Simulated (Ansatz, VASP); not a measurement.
**Eu: VASP beside Ansatz**

INCAR

```
SYSTEM = Eu
ALGO = Normal
EDIFF = 1E-6
ENCUT = 520
GGA = CA
ISIF = 2
ISMEAR = -1
ISPIN = 2
LASPH = .TRUE.
LCHARG = .TRUE.
LELF = .TRUE.
LMAXMIX = 6
LORBIT = 11
LREAL = .FALSE.
LVHAR = .TRUE.
LWAVE = .FALSE.
MAGMOM = 7.1
NBANDS = 18
NELM = 150
PREC = Accurate
SIGMA = 0.05
```

KPOINTS

```
k-points
0
G
  12 12 12
  0 0 0
```

Contents of POSCAR:

```
Eu
1.0
   -2.3030000000      2.3030000000      2.3030000000
    2.3030000000     -2.3030000000      2.3030000000
    2.3030000000      2.3030000000     -2.3030000000
Eu
1
Direct
    0.0000000000      0.0000000000      0.0000000000
```

Input for Ansatz:

```yaml
crystal:
  lattice:
    - [-2.303, 2.303, 2.303]
    - [2.303, -2.303, 2.303]
    - [2.303, 2.303, -2.303]
  atoms:
    - { symbol: Eu, position: [0.0, 0.0, 0.0], spin: 7.1 }
magnetization:
  spin_polarized: true
kpoints:
  mp_grid: { grid: [12, 12, 12] }
  band_path:
    path:
      - [0.0, 0.0, 0.0]
      - [0.5, -0.5, 0.5]
      - [0.0, 0.0, 0.5]
      - [0.0, 0.0, 0.0]
      - [0.25, 0.25, 0.25]
      - [0.5, -0.5, 0.5]
      - [0.25, 0.25, 0.25]
      - [0.0, 0.0, 0.5]
    npoints: 8
scf:
  occupations: { method: fermi_dirac, width: 0.05 }
hamiltonian:
  xc: lda
  pseudopotentials: { kind: paw }
output:
  eigenvalues: false
  eigenstates:
    nscf_kmesh: { grid: [12, 12, 12] }
    top_band: c26
    exchange_couplings: { magnetic: [{ species: Eu }] }
```

Alike in both runs: task single point; functional LDA; k mesh 12 × 12 × 12; occupations fermi-dirac, width 0.05 eV; collinear spin.

|  | VASP | Ansatz |
| --- | --- | --- |
| version | VASP 6.6.1 | Ansatz 0.2.0 |
| potentials or method | VASP PAW PBE potentials, release 64 (Eu) | PAW with Ansatz's default frozen-core files, scalar-relativistic |
| plane-wave cutoff (eV) | 520 | 420 |
| valence electrons in the cell | 17 | 17 |

```csv
,VASP,Ansatz,Ansatz less VASP
net moment per atom (μB),7.23,7.27,+0.041
size of the moment on the site where the two differ most (μB),6.70,7.06,+0.355
```

VASP's potentials were made for PBE, not for LDA. LDA's correlation is that of Perdew and Zunger in VASP and of Perdew and Wang (1992) in Ansatz. Site moments also hang on the region over which each program counts them. Ansatz's warnings: given moment on shells.

Spin-orbit coupling is off throughout.
